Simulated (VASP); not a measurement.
Input of a VASP 6.6.1 run:

The input INCAR:

```
PREC = Accurate ; ENCUT = 520
EDIFF = 1E-6 ; ISMEAR = 0
SIGMA = 0.15 ; LREAL = F
LASPH = T ; NELM = 100
ALGO = Normal ; ISIF = 2
LWAVE = F ; LCHARG = F
GGA = CA ; NBANDS = 22
```

File KPOINTS:

```
regular mesh
0
Gamma
  10 10 10
```

File POSCAR:

```
GaSb3
1.0
    0.0000000000      3.6852591000      3.6852591000
    3.6852591000      0.0000000000      3.6852591000
    3.6852591000      3.6852591000      0.0000000000
Ga Sb
1 3
Direct
    0.0000000000      0.0000000000      0.0000000000
    0.2500000000      0.2500000000      0.2500000000
    0.7500000000      0.7500000000      0.7500000000
    0.5000000000      0.5000000000      0.5000000000
```

Potentials or basis: VASP PAW LDA potentials, release 64 (Ga_d, Sb).

The run is started by

```console
$ cat potpaw_LDA.64/Ga_d/POTCAR potpaw_LDA.64/Sb/POTCAR > POTCAR
$ mpirun -np 1 vasp_std > vasp.out
```

Predict the band gap on the k mesh.

zero (band 14 reaches 9.12 eV, above the bottom of band 15 at 5.29 eV).

What does it give for the pressure?

-3.0 GPa.

Caveat: spin-orbit coupling is left out, which moves the levels of the heavy elements.
